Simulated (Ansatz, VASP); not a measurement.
**Two plane-wave programs on Si**

```
Si
1.0
     4.93412    0.00000    0.00000
     0.00000    4.93412    0.00000
     0.00000    0.00000    4.93412
Si
8
Cartesian
  0.0000 0.0000 0.0000
  2.4671 2.4671 2.4671
  1.2335 0.0000 2.4671
  3.7006 0.0000 2.4671
  2.4671 1.2335 0.0000
  2.4671 3.7006 0.0000
  0.0000 2.4671 1.2335
  0.0000 2.4671 3.7006
```

Alike in both runs: task relaxation of cell and atoms; functional r2SCAN; k mesh 5 × 5 × 5; occupations fermi-dirac, width 0.1 eV; no spin polarisation.

|  | VASP | Ansatz |
| --- | --- | --- |
| version | VASP 6.6.1 | Ansatz 0.2.0 |
| potentials or method | VASP PAW PBE potentials, release 64 (Si), cutoff 600 eV | plane waves (500 eV) with PAW, scalar-relativistic |
| valence electrons in the cell | 32 | 32 |

```csv
,VASP,Ansatz,Ansatz less VASP
relaxed volume (Å³/atom),14.22,14.20,-0.017
relaxed length of the cell vector where the two differ most in proportion (Å),4.846,4.844,-0.0020
```

VASP's potentials were made for PBE, not for r2SCAN.
